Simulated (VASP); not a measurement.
**BaTe: single point with PBE**

Crystal: BaTe.

```xyz
2
Lattice="0.0000 3.6384 3.6384 3.6384 0.0000 3.6384 3.6384 3.6384 0.0000" Properties=species:S:1:pos:R:3 pbc="T T T"
Ba    0.0000    0.0000    0.0000
Te    3.6384    3.6384    3.6384
```

This cell differs from its parent crystal: strain +3.0%.

```json
{
  "Program": "VASP 6.6.1",
  "Task": "single point",
  "Functional": "PBE",
  "Potentials or basis": "VASP PAW PBE potentials, release 64 (Ba_sv, Te)",
  "Cutoff": "520 eV",
  "k mesh": "6 × 6 × 6",
  "Occupations": "fermi-dirac, width 0.02 eV",
  "Spin": "no spin polarisation"
}
```

| Quantity | Value |
| --- | --- |
| Pressure | -1.9 GPa |
| Band gap on the k mesh | 1.74 eV (least direct gap 2.11 eV) |

Levels at points of the mesh, in eV from the valence-band top:
```csv
k point,band 6,band 7,band 8,band 9,band 10,band 11
"(0.00, 0.00, 0.00)",0.00,0.00,0.00,2.48,2.97,2.97
"(0.50, 0.00, 0.00)",-1.94,-0.92,-0.92,4.02,4.47,4.62
"(0.50, 0.50, 0.00)",-1.08,-0.37,-0.37,1.74,4.16,4.22
```

Run time: 12 s on 1 thread of Intel(R) Xeon(R) 6975P-C (Granite Rapids), with other jobs on the host, peak memory 0.24 GiB.

Caveat: the cell differs from its parent crystal (strain +3.0%); spin-orbit coupling is left out, which moves the levels of the heavy elements. A k mesh can miss the band edges.
